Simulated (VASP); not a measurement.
# TiTe2 (P-1) in VASP: a series of runs

TiTe2 is run at these levels: PBE; tasks: single point.

Program: VASP 6.6.1. These are calculated values, not measurements. Logs are shortened: lines on timing, memory, paths and dates and some standing lists are left out, and cuts for length are marked.

## Step 1: The cell of the first run

The typed cell holds 3 atoms: a = 3.783 Å, b = 3.778 Å, c = 6.508 Å, α = 93.22°, β = 83.56°, γ = 120.04°.

## Step 2: Single point, PBE (strain +0.1125 x Voigt [0, 0, 0, 0, 1, 0])

File INCAR:

```
SYSTEM = TiTe2
PREC     = Accurate       ! precision mode
ENCUT    = 520            ! plane-wave cutoff, eV
EDIFF    = 1E-6           ! SCF threshold, eV
ISMEAR   = 0              ! smearing method
SIGMA    = 0.15           ! smearing width, eV
LREAL    = .False.        ! projectors in reciprocal space
LASPH    = .True.         ! aspherical terms in the spheres
NELM     = 60             ! most SCF steps
ALGO     = Normal         ! electronic algorithm
ISIF     = 2              ! what is computed and relaxed
LWAVE    = .False.        ! write WAVECAR
LCHARG   = .False.        ! write CHGCAR
GGA      = PE             ! functional
NBANDS   = 19             ! bands
```

File KPOINTS:

```
regular mesh
0
Gamma
  12 12 8
  0 0 0
```

File POSCAR:

```
TiTe2
1.0
    3.7770008876      0.0000000000      0.2124562999
   -1.8885004438      3.2709787188     -0.1062281500
    0.3655125000      0.0000000000      6.4980000000
Ti Te
1 2
Direct
    0.0000000000      0.0000000000      0.0000000000
    0.6666666667      0.3333333333      0.2628000000
    0.3333333333      0.6666666667      0.7372000000
```

Potentials or basis: VASP PAW PBE potentials, release 64 (Ti_sv, Te).

Launch:

```bash
cat potpaw_PBE.64/Ti_sv/POTCAR potpaw_PBE.64/Te/POTCAR > POTCAR
mpirun -np 1 vasp_std > vasp.out
```

OUTCAR:

```text
SYSTEM = TiTe2
   PREC = Accurate
   ENCUT = 520
   EDIFF = 1E-6
   ISMEAR = 0
   LREAL = .False.
   LASPH = .True.
   NELM = 60
   ISIF = 2
   GGA = PE

 ion  position               nearest neighbor table
   1  0.000  0.000  0.000-   2 2.64   3 2.64   3 2.77   2 2.77   2 2.90   3 2.90
   2  0.667  0.333  0.263-   1 2.64   1 2.77   1 2.90   3 3.60
   3  0.333  0.667  0.737-   1 2.64   1 2.77   1 2.90   2 3.60

  LATTYP: Found a base centered monoclinic cell.
 ALAT       =     3.7829715019
 B/A-ratio  =     1.7293171345
 C/A-ratio  =     1.7204126219
 COS(beta)  =    -0.1121451657

  Lattice vectors:

 A1 = (  -1.8885004438,   3.2709787188,  -0.1062281500)
 A2 = (  -1.8885004438,  -3.2709787188,  -0.1062281499)
 A3 = (   0.3655125000,   0.0000000000,   6.4980000000)

Analysis of symmetry for initial positions (statically):
=====================================================================
 Subroutine PRICEL returns:
 Original cell was already a primitive cell.

 Routine SETGRP: Setting up the symmetry group for a
 base centered monoclinic supercell.

 Subroutine GETGRP returns: Found  2 space group operations
 (whereof  2 operations were pure point group operations)
 out of a pool of  4 trial point group operations.

The static configuration has the point symmetry S_2 .

Analysis of symmetry for dynamics (positions and initial velocities):
=====================================================================
 Subroutine PRICEL returns:
 Original cell was already a primitive cell.

 Routine SETGRP: Setting up the symmetry group for a
 base centered monoclinic supercell.

 Subroutine GETGRP returns: Found  2 space group operations
 (whereof  2 operations were pure point group operations)
 out of a pool of  4 trial point group operations.

The dynamic configuration has the point symmetry S_2 .

 Subroutine INISYM returns: Found  2 space group operations
 (whereof  2 operations are pure point group operations),
 and found     1 'primitive' translations

----------------------------------------------------------------------------------------

                                     Primitive cell

  volume of cell :      80.0255

  direct lattice vectors                    reciprocal lattice vectors
     3.777000888  0.000000000  0.212456300     0.265600707  0.152859448 -0.014940040
    -1.888500444  3.270978719 -0.106228150     0.000000000  0.305718895  0.000000000
     0.365512500  0.000000000  6.498000000    -0.008683986  0.000000000  0.154381980

  length of vectors
     3.782971502  3.778494426  6.508271920     0.306810937  0.305718895  0.154626024

  position of ions in fractional coordinates (direct lattice)
     0.000000000  0.000000000  0.000000000
     0.666666667  0.333333333  0.262800000
     0.333333333  0.666666667  0.737200000

  ion indices of the primitive-cell ions
   primitive index   ion index
                 1           1
                 2           2
                 3           3

----------------------------------------------------------------------------------------

 KPOINTS: regular mesh

Automatic generation of k-mesh.
 Grid dimensions read from file:
 generate k-points for:   12   12    8

 Generating k-lattice:

  Cartesian coordinates                     Fractional coordinates (reciprocal lattice)
     0.022133392  0.012738287 -0.001245003     0.083333333 -0.000000000  0.000000000
     0.000000000  0.025476575  0.000000000     0.000000000  0.083333333  0.000000000
    -0.001085498  0.000000000  0.019297747     0.000000000 -0.000000000  0.125000000

  Length of vectors
     0.025567578  0.025476575  0.019328253

  Shift w.r.t. Gamma in fractional coordinates (k-lattice)
     0.000000000  0.000000000  0.000000000

 Subroutine IBZKPT returns following result:
 ===========================================

 Found    580 irreducible k-points:

 Following reciprocal coordinates:
            Coordinates               Weight
  0.000000  0.000000  0.000000      1.000000
  0.083333 -0.000000  0.000000      2.000000
 -0.083333  0.083333 -0.000000      2.000000
  0.166667 -0.000000  0.000000      2.000000
 -0.166667  0.166667  0.000000      2.000000
  0.250000  0.000000  0.000000      2.000000
[... 16 lines left out ...]
  0.416667  0.083333 -0.000000      2.000000
 -0.416667  0.500000  0.000000      2.000000
 [... further k-points ...]
   k-points           NKPTS =    580   k-points in BZ     NKDIM =    580   number of bands    NBANDS=     19
   number of dos      NEDOS =    301   number of ions     NIONS =      3
   total plane-waves  NPLWV =  37632
   dimension x,y,z NGX =    28 NGY =   28 NGZ =   48
   dimension x,y,z NGXF=    56 NGYF=   56 NGZF=   96
   ions per type =               1   2
   NGX,Y,Z   is equivalent  to a cutoff of  12.30, 12.32, 12.26 a.u.
   NGXF,Y,Z  is equivalent  to a cutoff of  24.61, 24.64, 24.52 a.u.
 SYSTEM =  TiTe2
   PREC   = accura    normal or accurate (medium, high low for compatibility)
   ISTART =      0    job   : 0-new  1-cont  2-samecut
   ICHARG =      2    charge: 1-file 2-atom 10-const
   ISPIN  =      1    spin polarized calculation?
   LNONCOLLINEAR =      F non collinear calculations
   LSORBIT =      F    spin-orbit coupling
   LASPH  =      T    aspherical Exc in radial PAW
   ENCUT  =  520.0 eV  38.22 Ry    6.18 a.u.   7.03  7.03 12.10*2*pi/ulx,y,z
   NELM   =     60;   NELMIN=  2; NELMDL= -5     # of ELM steps
   EDIFF  = 0.1E-05   stopping-criterion for ELM
   LREAL  =      F    real-space projection
   EDIFFG = 0.1E-04   stopping-criterion for IOM
   NSW    =      0    number of steps for IOM
   IBRION =     -1    ionic relax: 0-MD 1-quasi-New 2-CG
   NFREE  =      0    steps in history (QN), initial steepest desc. (CG)
   ISIF   =      2    stress and relaxation
   ISYM   =      2    0-nonsym 1-usesym 2-fastsym
   POTIM  = 0.5000    time-step for ionic-motion
   TEBEG  =    0.0;   TEEND  =   0.0 temperature during run
   PSTRESS=    0.0 pullay stress
   NELECT =      24.0000    total number of electrons
   NUPDOWN=      -1.0000    fix difference up-down
   EMIN   =  10.00;   EMAX   =-10.00  energy-range for DOS
   EFERMI =   0.00;   METHOD = LEGACY
   ISMEAR =     0;   SIGMA  =   0.15  broadening in eV -4-tet -1-fermi 0-gaus
   EFERMI_NEDOS =   21; number of points for ismear=-14 and -15
   IALGO  =     38    algorithm
   IMIX   =      4    mixing-type and parameters
     AMIX     =   0.40;   BMIX     =  1.00
     AMIX_MAG =   1.60;   BMIX_MAG =  1.00
  volume/ion in A,a.u.               =      26.68       180.01
  Fermi-wavevector in a.u.,A,eV,Ry     =   1.095811  2.070783 16.337914  1.200803
  Thomas-Fermi vector in A             =   2.232142
   LORBIT       =      0    0 simple, 1 ext, 2 COOP (PROOUT), +10 PAW based schemes
   GGA     = PE    functional components
   LHFCALC =     F    Hartree Fock is set to
   AEXX    =    0.0000 exact exchange contribution
   IVDW    =     0    specifies the selected vdW correction
   LEPSILON=     F    determine dielectric tensor
   LRPA    =     F    only Hartree local field effects (RPA)
 non-spin polarized calculation
 Gauss-broadening in eV      SIGMA  =   0.15
  energy-cutoff  :      520.00
  volume of cell :       80.03
 maximum number of plane-waves:      2173
   NGX = 15   NGY = 15   NGZ = 25

 number of electron      23.9999997 magnetization

 Free energy of the ion-electron system (eV)
  ---------------------------------------------------
  ext. energy  EPLUGINS =         0.00000000
  ---------------------------------------------------
  free energy    TOTEN  =       -16.02700553 eV

  energy without entropy =      -16.01087794  energy(sigma->0) =      -16.01894173

 E-fermi :   6.9051     XC(G=0):  -9.8690

 val. band max:        6.9041931990   @ k =  -0.0833   0.0000   0.3750
 cond. band min:       6.9064503918   @ k =  -0.0833   0.0833  -0.3750
 fundamental gap:      0.0022571928
 Fermi energy:         6.9051342482

 k-point     1 :       0.0000    0.0000    0.0000
  band No.  band energies     occupation
      1     -50.5904      2.00000
      2     -26.8724      2.00000
      3     -26.8424      2.00000
      4     -26.8092      2.00000
      5      -5.5768      2.00000
      6      -4.0202      2.00000
[... 11 lines left out ...]
     18      11.9767      0.00000
     19      12.9109      0.00000

 k-point     2 :       0.0833   -0.0000    0.0000
  band No.  band energies     occupation
      1     -50.5902      2.00000
      2     -26.8749      2.00000
      3     -26.8431      2.00000
      4     -26.8087      2.00000
      5      -5.5010      2.00000
      6      -3.9805      2.00000
[... 11 lines left out ...]
     18      12.5370      0.00000
     19      13.2614      0.00000

 k-point     3 :      -0.0833    0.0833   -0.0000
  band No.  band energies     occupation
      1     -50.5902      2.00000
      2     -26.8733      2.00000
      3     -26.8451      2.00000
      4     -26.8085      2.00000
      5      -5.4972      2.00000
      6      -3.9872      2.00000
[... 11 lines left out ...]
     18      12.5109      0.00000
     19      13.3632      0.00000

 k-point     4 :       0.1667   -0.0000    0.0000
  band No.  band energies     occupation
      1     -50.5897      2.00000
      2     -26.8817      2.00000
      3     -26.8449      2.00000
      4     -26.8074      2.00000
      5      -5.2799      2.00000
      6      -3.8703      2.00000
[... 11 lines left out ...]
     18      12.9149      0.00000
     19      13.7219      0.00000

 k-point     5 :      -0.1667    0.1667    0.0000
  band No.  band energies     occupation
      1     -50.5896      2.00000
      2     -26.8761      2.00000
      3     -26.8521      2.00000
      4     -26.8066      2.00000
      5      -5.2653      2.00000
      6      -3.8944      2.00000
[... 11 lines left out ...]
     18      12.9795      0.00000
     19      13.9537      0.00000

 k-point     6 :       0.2500    0.0000    0.0000
  band No.  band energies     occupation
      1     -50.5890      2.00000
      2     -26.8911      2.00000
      3     -26.8473      2.00000
      4     -26.8055      2.00000
      5      -4.9346      2.00000
      6      -3.7190      2.00000
[... 11 lines left out ...]
     18      12.5683      0.00000
     19      13.1894      0.00000

 k-point     7 :      -0.2500    0.2500    0.0000
  band No.  band energies     occupation
      1     -50.5888      2.00000
      2     -26.8808      2.00000
      3     -26.8608      2.00000
      4     -26.8040      2.00000
      5      -4.9050      2.00000
      6      -3.7630      2.00000
[... 11 lines left out ...]
     18      12.7091      0.00000
     19      13.4987      0.00000

 k-point     8 :       0.3333   -0.0000    0.0000
  band No.  band energies     occupation
      1     -50.5882      2.00000
      2     -26.9006      2.00000
      3     -26.8497      2.00000
      4     -26.8036      2.00000
      5      -4.5072      2.00000
      6      -3.5839      2.00000
[... 256 lines left out ...]
 k-point    20 :      -0.2500    0.3333    0.0000
  band No.  band energies     occupation
      1     -50.5883      2.00000
      2     -26.8813      2.00000
      3     -26.8691      2.00000
      4     -26.8021      2.00000
      5      -4.6410      2.00000
      6      -3.6787      2.00000
[... 11 lines left out ...]
     18      12.8988      0.00000
     19      13.2339      0.00000

 k-point    21 :       0.3333    0.0833    0.0000
  band No.  band energies     occupation
      1     -50.5879      2.00000
      2     -26.9042      2.00000
      3     -26.8523      2.00000
      4     -26.8025      2.00000
      5      -4.2583      2.00000
      6      -3.5128      2.00000
[... 11 lines left out ...]
     18      12.5141      0.00000
     19      12.7759      0.00000

 k-point    22 :      -0.3333    0.4167   -0.0000
  band No.  band energies     occupation
      1     -50.5876      2.00000
      2     -26.8882      2.00000
      3     -26.8736      2.00000
      4     -26.7999      2.00000
      5      -4.2001      2.00000
      6      -3.5813      2.00000
[... 11 lines left out ...]
     18      12.5222      0.00000
     19      12.8839      0.00000

 k-point    23 :       0.4167    0.0833   -0.0000
  band No.  band energies     occupation
      1     -50.5875      2.00000
      2     -26.9088      2.00000
      3     -26.8538      2.00000
      4     -26.8015      2.00000
      5      -3.8795      2.00000
      6      -3.5546      2.00000
[... 11 lines left out ...]
     18      12.4651      0.00000
     19      12.6384      0.00000

 k-point    24 :      -0.4167    0.5000    0.0000
  band No.  band energies     occupation
      1     -50.5873      2.00000
      2     -26.8937      2.00000
      3     -26.8745      2.00000
      4     -26.7987      2.00000
      5      -3.8393      2.00000
      6      -3.5847      2.00000
[... 11 lines left out ...]
     18      12.4304      0.00000
     19      12.7854      0.00000

 [... further k-points ...]

------------------------ aborting loop because EDIFF is reached ----------------------------------------

  FORCE on cell =-STRESS in cart. coord.  units (eV):
  Direction    XX          YY          ZZ          XY          YZ          ZX
  --------------------------------------------------------------------------------------
  -------------------------------------------------------------------------------------
  Total        1.0228380      0.5859917      1.5072663     -1.1379989      0.4893724     -3.2495327
  in kB       20.4780805     11.7320489     30.1767435    -22.7836984      9.7976483    -65.0583884
  external PRESSURE =      20.7956243 kB  Pullay stress =       0.0000000 kB

 VOLUME and BASIS-vectors are now :
 -----------------------------------------------------------------------------
  energy-cutoff  :      520.00
  volume of cell :       80.03
      direct lattice vectors                 reciprocal lattice vectors
     3.777000888  0.000000000  0.212456300     0.265600707  0.152859448 -0.014940040
    -1.888500444  3.270978719 -0.106228150     0.000000000  0.305718895  0.000000000
     0.365512500  0.000000000  6.498000000    -0.008683986  0.000000000  0.154381980

 POSITION                                       TOTAL-FORCE (eV/Angst)
 -----------------------------------------------------------------------------------
      0.00000      0.00000      0.00000         0.000000      0.000000      0.000000
      1.98456      1.09033      1.81390        -0.783401      0.118857      0.220044
      0.26946      2.18065      4.79033         0.783401     -0.118857     -0.220044
 -----------------------------------------------------------------------------------
    total drift:                                0.000000     -0.000000      0.000000

  FREE ENERGIE OF THE ION-ELECTRON SYSTEM (eV)
  ---------------------------------------------------
  free  energy   TOTEN  =       -16.0270055287 eV

  energy  without entropy=      -16.0108779395  energy(sigma->0) =      -16.01894173
```

Wall time 9.9 min (1 thread of Intel Xeon Platinum 8488C (Sapphire Rapids), shared host); peak memory 0.88 GiB.

What came out:

| Item | Value |
| --- | --- |
| Free energy | -16.0270 eV |
| Pressure | 2.1 GPa |
| Largest force | 0.822 eV/Å |
| Band gap on the k mesh | zero (bands 12 and 13 overlap by 0.84 eV) |

Forces on the atoms (eV/Å):
```
Ti   0.000  0.000  0.000
Te  -0.783  0.119  0.220
Te   0.783 -0.119 -0.220
```

Stress tensor (GPa, compression positive):
```
 2.05 -2.28 -6.51
-2.28  1.17  0.98
-6.51  0.98  3.02
```

Caveat: the cell differs from its parent crystal (strain +0.1125 x Voigt [0, 0, 0, 0, 1, 0]); spin-orbit coupling is left out, which moves the levels of the heavy elements.

## Step 3: Single point, PBE (strain +0.0937 x Voigt [0, 0, 0, 0, 1, 0])

File INCAR:

```
SYSTEM = TiTe2
ALGO     = Normal         ! electronic algorithm
EDIFF    = 1E-6           ! SCF threshold, eV
ENCUT    = 520            ! plane-wave cutoff, eV
GGA      = PE             ! functional
ISIF     = 2              ! what is computed and relaxed
ISMEAR   = 0              ! smearing method
LASPH    = .True.         ! aspherical terms in the spheres
LCHARG   = .False.        ! write CHGCAR
LREAL    = .False.        ! projectors in reciprocal space
LWAVE    = .False.        ! write WAVECAR
NBANDS   = 19             ! bands
NELM     = 100            ! most SCF steps
PREC     = Accurate       ! precision mode
SIGMA    = 0.15           ! smearing width, eV
```

File KPOINTS:

```
k-points
0
Gamma
  12 12 8
  0 0 0
```

File POSCAR:

```
TiTe2
1.0
    3.7770008876      0.0000000000      0.1769524916
   -1.8885004438      3.2709787188     -0.0884762458
    0.3044313000      0.0000000000      6.4980000000
Ti Te
1 2
Direct
    0.0000000000      0.0000000000      0.0000000000
    0.6666666667      0.3333333333      0.2628000000
    0.3333333333      0.6666666667      0.7372000000
```

Potentials or basis: VASP PAW PBE potentials, release 64 (Ti_sv, Te).

Launch:

```bash
cat potpaw_PBE.64/Ti_sv/POTCAR potpaw_PBE.64/Te/POTCAR > POTCAR
mpirun -np 1 vasp_std > vasp.out
```

Run time: 13 min. Hardware: 1 thread of Intel Xeon Platinum 8488C (Sapphire Rapids), shared host; peak memory 0.88 GiB.

Results (log left out):

```yaml
Free_energy: -16.0841 eV
Pressure: 1.7 GPa
Largest_force: 0.670 eV/Å
Band_gap_on_the_k_mesh: zero (bands 12 and 13 overlap by 0.82 eV)
```

Forces in eV/Å, atoms in the order of the input:
```
Ti   0.000  0.000  0.000
Te  -0.645  0.082  0.164
Te   0.645 -0.082 -0.164
```

Stress tensor (GPa, compression positive):
```
 1.60 -1.86 -5.38
-1.86  0.99  0.68
-5.38  0.68  2.56
```

Levels at points of the mesh, in eV from the Fermi level:
```csv
k point,band 8,band 9,band 10,band 11,band 12,band 13,band 14,band 15,band 16,band 17
"(0.00, 0.00, 0.00)",-1.85,-1.63,0.26,0.34,0.44,0.56,0.99,1.05,2.91,3.14
"(0.50, 0.00, 0.00)",-3.84,-2.67,-2.42,-1.94,-1.18,0.11,1.12,1.44,2.20,3.44
"(0.50, 0.50, 0.00)",-3.75,-2.66,-2.50,-1.65,-1.16,-0.12,1.08,1.43,2.62,3.17
"(0.00, 0.50, 0.00)",-3.72,-2.81,-2.47,-1.78,-1.11,0.01,1.09,1.45,2.40,3.18
"(0.00, 0.00, 0.50)",-2.67,-1.74,-1.60,0.29,0.41,0.52,0.89,1.01,3.13,3.75
"(0.50, 0.00, 0.50)",-4.67,-2.71,-2.24,-0.66,-0.56,-0.19,1.11,1.47,2.65,3.20
"(0.50, 0.50, 0.50)",-4.49,-2.19,-1.95,-1.46,-0.66,-0.38,1.07,1.38,2.49,3.60
"(0.00, 0.50, 0.50)",-4.59,-2.44,-2.12,-0.99,-0.65,-0.26,1.09,1.43,2.51,3.48
```

Caveat: the cell differs from its parent crystal (strain +0.0937 x Voigt [0, 0, 0, 0, 1, 0]); spin-orbit coupling is left out, which moves the levels of the heavy elements.
